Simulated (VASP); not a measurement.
# SnO (Pmn2_1) in VASP: single point with r2SCAN

Aim: the single point of SnO with r2SCAN.

Program: VASP 6.6.1. These are calculated values, not measurements. Logs are shortened: lines on timing, memory, paths and dates and some standing lists are left out, and cuts for length are marked.

## 1. The cell of the first run

Symmetry: Pmn2_1, No. 31, orthorhombic system. Conventional cell: a = 3.355 Å, b = 5.674 Å, c = 4.222 Å, α = 90.00°, β = 90.00°, γ = 90.00°. Sn (site symmetry m) has 3 O at 2.15 to 2.16 Å within 2.8 Å. O (site symmetry m) has 3 Sn at 2.15 to 2.16 Å within 2.8 Å.

## 2. Single point, r2SCAN

Input file POSCAR:

```
SnO
1.0
    3.3550050000      0.0000000000      0.0000000000
    0.0000000000      5.6741040000      0.0000000000
    0.0000000000      0.0000000000      4.2219700000
Sn O
2 2
Direct
    0.0000000000      0.2319090000      0.5131440000
    0.5000000000      0.7680910000      0.0131440000
    0.0000000000      0.8912500000      0.7368570000
    0.5000000000      0.1087500000      0.2368570000
```

Input file INCAR.step1:

```
ALGO = Normal
EDIFF = 1E-4
ENCUT = 520
GGA = PE
ISMEAR = 0
LASPH = T
LCHARG = F
LREAL = F
LWAVE = T
NBANDS = 28
NELM = 100
PREC = Accurate
SIGMA = 0.05
```

Input file INCAR.step2:

```
ALGO = Normal
EDIFF = 1E-6
ENCUT = 520
ISIF = 2
ISMEAR = 0
ISTART = 1
LASPH = T
LCHARG = F
LMIXTAU = T
LREAL = F
LWAVE = F
METAGGA = R2SCAN
NBANDS = 28
NELM = 100
PREC = Accurate
SIGMA = 0.05
```

Input file KPOINTS:

```
k-points
0
Gamma
  10 6 8
```

Potentials or basis: VASP PAW PBE potentials, release 64 (Sn_d, O).

Run with:

```bash
cat potpaw_PBE.64/Sn_d/POTCAR potpaw_PBE.64/O/POTCAR > POTCAR
cp INCAR.step1 INCAR
mpirun -np 1 vasp_std > vasp.out
cp INCAR.step2 INCAR
mpirun -np 1 vasp_std > vasp.out
```

OUTCAR:

```text
EDIFF = 1E-6
   ENCUT = 520
   ISIF = 2
   ISMEAR = 0
   ISTART = 1
   LASPH = T
   LREAL = F
   METAGGA = R2SCAN
   NELM = 100
   PREC = Accurate

 ion  position               nearest neighbor table
   1  0.000  0.232  0.513-   3 2.15   4 2.16   4 2.16
   2  0.500  0.768  0.013-   4 2.15   3 2.16   3 2.16
   3  0.000  0.891  0.737-   1 2.15   2 2.16   2 2.16
   4  0.500  0.109  0.237-   2 2.15   1 2.16   1 2.16

  LATTYP: Found a simple orthorhombic cell.
 ALAT       =     3.3550050000
 B/A-ratio  =     1.2584094510
 C/A-ratio  =     1.6912356315

  Lattice vectors:

 A1 = (  -3.3550050000,   0.0000000000,   0.0000000000)
 A2 = (   0.0000000000,   0.0000000000,   4.2219700000)
 A3 = (   0.0000000000,   5.6741040000,   0.0000000000)

Analysis of symmetry for initial positions (statically):
=====================================================================
 Subroutine PRICEL returns:
 Original cell was already a primitive cell.

 Routine SETGRP: Setting up the symmetry group for a
 simple orthorhombic supercell.

 Subroutine GETGRP returns: Found  4 space group operations
 (whereof  2 operations were pure point group operations)
 out of a pool of  8 trial point group operations.

The static configuration has the point symmetry C_1h.
 The point group associated with its full space group is C_2v.

Analysis of symmetry for dynamics (positions and initial velocities):
=====================================================================
 Subroutine PRICEL returns:
 Original cell was already a primitive cell.

 Routine SETGRP: Setting up the symmetry group for a
 simple orthorhombic supercell.

 Subroutine GETGRP returns: Found  4 space group operations
 (whereof  2 operations were pure point group operations)
 out of a pool of  8 trial point group operations.

The dynamic configuration has the point symmetry C_1h.
 The point group associated with its full space group is C_2v.

 Subroutine INISYM returns: Found  4 space group operations
 (whereof  2 operations are pure point group operations),
 and found     1 'primitive' translations

----------------------------------------------------------------------------------------

                                     Primitive cell

  volume of cell :      80.3722

  direct lattice vectors                    reciprocal lattice vectors
     3.355005000  0.000000000  0.000000000     0.298062149  0.000000000  0.000000000
     0.000000000  5.674104000  0.000000000     0.000000000  0.176239279  0.000000000
     0.000000000  0.000000000  4.221970000     0.000000000  0.000000000  0.236856254

  length of vectors
     3.355005000  5.674104000  4.221970000     0.298062149  0.176239279  0.236856254

  position of ions in fractional coordinates (direct lattice)
     0.000000000  0.231909000  0.513144000
     0.500000000  0.768091000  0.013144000
     0.000000000  0.891250000  0.736857000
     0.500000000  0.108750000  0.236857000

  ion indices of the primitive-cell ions
   primitive index   ion index
                 1           1
                 2           2
                 3           3
                 4           4

----------------------------------------------------------------------------------------

 KPOINTS: k-points

Automatic generation of k-mesh.
 Grid dimensions read from file:
 generate k-points for:   10    6    8

 Generating k-lattice:

  Cartesian coordinates                     Fractional coordinates (reciprocal lattice)
     0.029806215  0.000000000  0.000000000     0.100000000  0.000000000  0.000000000
     0.000000000  0.029373213  0.000000000     0.000000000  0.166666667  0.000000000
     0.000000000  0.000000000  0.029607032     0.000000000  0.000000000  0.125000000

  Length of vectors
     0.029806215  0.029373213  0.029607032

  Shift w.r.t. Gamma in fractional coordinates (k-lattice)
     0.000000000  0.000000000  0.000000000

 Subroutine IBZKPT returns following result:
 ===========================================

 Found    120 irreducible k-points:

 Following reciprocal coordinates:
            Coordinates               Weight
  0.000000  0.000000  0.000000      1.000000
  0.100000  0.000000  0.000000      2.000000
  0.200000  0.000000  0.000000      2.000000
  0.300000  0.000000  0.000000      2.000000
  0.400000  0.000000  0.000000      2.000000
  0.500000  0.000000  0.000000      1.000000
[... 16 lines left out ...]
  0.400000  0.500000  0.000000      2.000000
  0.500000  0.500000  0.000000      1.000000
 [... further k-points ...]
   k-points           NKPTS =    120   k-points in BZ     NKDIM =    120   number of bands    NBANDS=     28
   number of dos      NEDOS =    301   number of ions     NIONS =      4
   total plane-waves  NPLWV =  37632
   dimension x,y,z NGX =    28 NGY =   42 NGZ =   32
   dimension x,y,z NGXF=    56 NGYF=   84 NGZF=   64
   ions per type =               2   2
   NGX,Y,Z   is equivalent  to a cutoff of  13.87, 12.31, 12.60 a.u.
   NGXF,Y,Z  is equivalent  to a cutoff of  27.75, 24.61, 25.20 a.u.
 SYSTEM =  unknown system
   PREC   = accura    normal or accurate (medium, high low for compatibility)
   ISTART =      1    job   : 0-new  1-cont  2-samecut
   ICHARG =      0    charge: 1-file 2-atom 10-const
   ISPIN  =      1    spin polarized calculation?
   LNONCOLLINEAR =      F non collinear calculations
   LSORBIT =      F    spin-orbit coupling
   LASPH  =      T    aspherical Exc in radial PAW
   ENCUT  =  520.0 eV  38.22 Ry    6.18 a.u.   6.24 10.55  7.85*2*pi/ulx,y,z
   NELM   =    100;   NELMIN=  2; NELMDL=  0     # of ELM steps
   EDIFF  = 0.1E-05   stopping-criterion for ELM
   LREAL  =      F    real-space projection
   EDIFFG = 0.1E-04   stopping-criterion for IOM
   NSW    =      0    number of steps for IOM
   IBRION =     -1    ionic relax: 0-MD 1-quasi-New 2-CG
   NFREE  =      0    steps in history (QN), initial steepest desc. (CG)
   ISIF   =      2    stress and relaxation
   ISYM   =      2    0-nonsym 1-usesym 2-fastsym
   POTIM  = 0.5000    time-step for ionic-motion
   TEBEG  =    0.0;   TEEND  =   0.0 temperature during run
   PSTRESS=    0.0 pullay stress
   NELECT =      40.0000    total number of electrons
   NUPDOWN=      -1.0000    fix difference up-down
   EMIN   =  10.00;   EMAX   =-10.00  energy-range for DOS
   EFERMI =   0.00;   METHOD = LEGACY
   ISMEAR =     0;   SIGMA  =   0.05  broadening in eV -4-tet -1-fermi 0-gaus
   EFERMI_NEDOS =   21; number of points for ismear=-14 and -15
   IALGO  =     38    algorithm
   IMIX   =      4    mixing-type and parameters
     AMIX     =   0.40;   BMIX     =  1.00
     AMIX_MAG =   1.60;   BMIX_MAG =  1.00
  volume/ion in A,a.u.               =      20.09       135.59
  Fermi-wavevector in a.u.,A,eV,Ry     =   1.297357  2.451650 22.900458  1.683136
  Thomas-Fermi vector in A             =   2.428755
   LORBIT       =      0    0 simple, 1 ext, 2 COOP (PROOUT), +10 PAW based schemes
   METAGGA = R2SCAN    functional components
   LHFCALC =     F    Hartree Fock is set to
   AEXX    =    0.0000 exact exchange contribution
   IVDW    =     0    specifies the selected vdW correction
   LEPSILON=     F    determine dielectric tensor
   LRPA    =     F    only Hartree local field effects (RPA)
 non-spin polarized calculation
 Gauss-broadening in eV      SIGMA  =   0.05
  energy-cutoff  :      520.00
  volume of cell :       80.37
 maximum number of plane-waves:      2183
 NGX is ok and might be reduce to    28
   NGX = 13   NGY = 21   NGZ = 15

 number of electron      39.9999992 magnetization

 Free energy of the ion-electron system (eV)
  ---------------------------------------------------
  ext. energy  EPLUGINS =         0.00000000
  ---------------------------------------------------
  free energy    TOTEN  =       -66.55837249 eV

  energy without entropy =      -66.55837249  energy(sigma->0) =      -66.55837249

 E-fermi :   4.8469     XC(G=0): -10.1359

 val. band max:        4.6275936226   @ k =   0.1000   0.0000   0.0000
 cond. band min:       6.2812157187   @ k =   0.4000   0.5000   0.0000
 fundamental gap:      1.6536220961
 Fermi energy:         4.8468627945

 k-point     1 :       0.0000    0.0000    0.0000
  band No.  band energies     occupation
      1     -17.3089      2.00000
      2     -16.8891      2.00000
      3     -16.7805      2.00000
      4     -16.7707      2.00000
      5     -16.7421      2.00000
      6     -16.6990      2.00000
[... 20 lines left out ...]
     27      14.0669      0.00000
     28      14.6871      0.00000

 k-point     2 :       0.1000    0.0000    0.0000
  band No.  band energies     occupation
      1     -17.3050      2.00000
      2     -16.8853      2.00000
      3     -16.8053      2.00000
      4     -16.7755      2.00000
      5     -16.7469      2.00000
      6     -16.6979      2.00000
[... 20 lines left out ...]
     27      14.1336      0.00000
     28      14.7536      0.00000

 k-point     3 :       0.2000    0.0000    0.0000
  band No.  band energies     occupation
      1     -17.2990      2.00000
      2     -16.9612      2.00000
      3     -16.8051      2.00000
      4     -16.7686      2.00000
      5     -16.7470      2.00000
      6     -16.7000      2.00000
[... 20 lines left out ...]
     27      13.8991      0.00000
     28      14.8554      0.00000

 k-point     4 :       0.3000    0.0000    0.0000
  band No.  band energies     occupation
      1     -17.2970      2.00000
      2     -17.0887      2.00000
      3     -16.7680      2.00000
      4     -16.7653      2.00000
      5     -16.7286      2.00000
      6     -16.7056      2.00000
[... 20 lines left out ...]
     27      13.4653      0.00000
     28      15.0039      0.00000

 k-point     5 :       0.4000    0.0000    0.0000
  band No.  band energies     occupation
      1     -17.2907      2.00000
      2     -17.1948      2.00000
      3     -16.7621      2.00000
      4     -16.7484      2.00000
      5     -16.7111      2.00000
      6     -16.7056      2.00000
[... 20 lines left out ...]
     27      13.7404      0.00000
     28      15.0835      0.00000

 k-point     6 :       0.5000    0.0000    0.0000
  band No.  band energies     occupation
      1     -17.2615      2.00000
      2     -17.2615      2.00000
      3     -16.7535      2.00000
      4     -16.7535      2.00000
      5     -16.7055      2.00000
      6     -16.7055      2.00000
[... 463 lines left out ...]
      5     -16.7398      2.00000
      6     -16.7036      2.00000
[... 20 lines left out ...]
     27      14.2604      0.00000
     28      15.5523      0.00000

 k-point    22 :       0.3000    0.5000    0.0000
  band No.  band energies     occupation
      1     -17.2986      2.00000
      2     -17.0916      2.00000
      3     -16.7685      2.00000
      4     -16.7615      2.00000
      5     -16.7240      2.00000
      6     -16.7068      2.00000
[... 20 lines left out ...]
     27      14.1824      0.00000
     28      15.2154      0.00000

 k-point    23 :       0.4000    0.5000    0.0000
  band No.  band energies     occupation
      1     -17.2951      2.00000
      2     -17.1993      2.00000
      3     -16.7549      2.00000
      4     -16.7479      2.00000
      5     -16.7092      2.00000
      6     -16.7059      2.00000
[... 20 lines left out ...]
     27      13.4866      0.00000
     28      14.6058      0.00000

 k-point    24 :       0.5000    0.5000    0.0000
  band No.  band energies     occupation
      1     -17.2667      2.00000
      2     -17.2667      2.00000
      3     -16.7494      2.00000
      4     -16.7494      2.00000
      5     -16.7037      2.00000
      6     -16.7037      2.00000
[... 20 lines left out ...]
     27      13.8352      0.00000
     28      13.8352      0.00000

 [... further k-points ...]
[... 5 lines left out ...]
  --------------------------------------------------------------------------------------
  -------------------------------------------------------------------------------------
  Total       -1.7492870     -1.0295749     -1.1814529      0.0000000      0.0000000      0.0000000
  in kB      -34.8711325    -20.5240427    -23.5516524      0.0000000      0.0000000      0.0000000
  external PRESSURE =     -26.3156092 kB  Pullay stress =       0.0000000 kB

 VOLUME and BASIS-vectors are now :
 -----------------------------------------------------------------------------
  energy-cutoff  :      520.00
  volume of cell :       80.37
      direct lattice vectors                 reciprocal lattice vectors
     3.355005000  0.000000000  0.000000000     0.298062149  0.000000000  0.000000000
     0.000000000  5.674104000  0.000000000     0.000000000  0.176239279  0.000000000
     0.000000000  0.000000000  4.221970000     0.000000000  0.000000000  0.236856254

 POSITION                                       TOTAL-FORCE (eV/Angst)
 -----------------------------------------------------------------------------------
      0.00000      1.31588      2.16648         0.000000     -0.486101     -0.155472
      1.67750      4.35823      0.05549         0.000000      0.486101     -0.155472
      0.00000      5.05705      3.11099         0.000000      0.191273      0.155472
      1.67750      0.61706      1.00000         0.000000     -0.191273      0.155472
 -----------------------------------------------------------------------------------
    total drift:                                0.000000      0.000000     -0.005402

  FREE ENERGIE OF THE ION-ELECTRON SYSTEM (eV)
  ---------------------------------------------------
  free  energy   TOTEN  =       -66.5583724917 eV

  energy  without entropy=      -66.5583724917  energy(sigma->0) =      -66.55837249
```

Run time: 17 min. Hardware: 1 thread of Oxide Virtual Turin-like, shared host; peak memory 0.31 GiB.

Results:

```yaml
Free_energy: -66.5584 eV
Pressure: -2.6 GPa
Largest_force: 0.510 eV/Å
Band_gap_on_the_k_mesh: 1.65 eV (least direct gap 2.29 eV)
```

Forces in eV/Å, atoms in the order of the input:
```
Sn   0.000 -0.486 -0.155
Sn   0.000  0.486 -0.155
O    0.000  0.191  0.155
O    0.000 -0.191  0.155
```

Stress tensor (GPa, compression positive):
```
-3.49  0.00  0.00
 0.00 -2.05  0.00
 0.00  0.00 -2.36
```

Caveat: the PAW data sets were made with another functional, which shifts forces and pressure a little; spin-orbit coupling is left out, which moves the levels of the heavy elements.
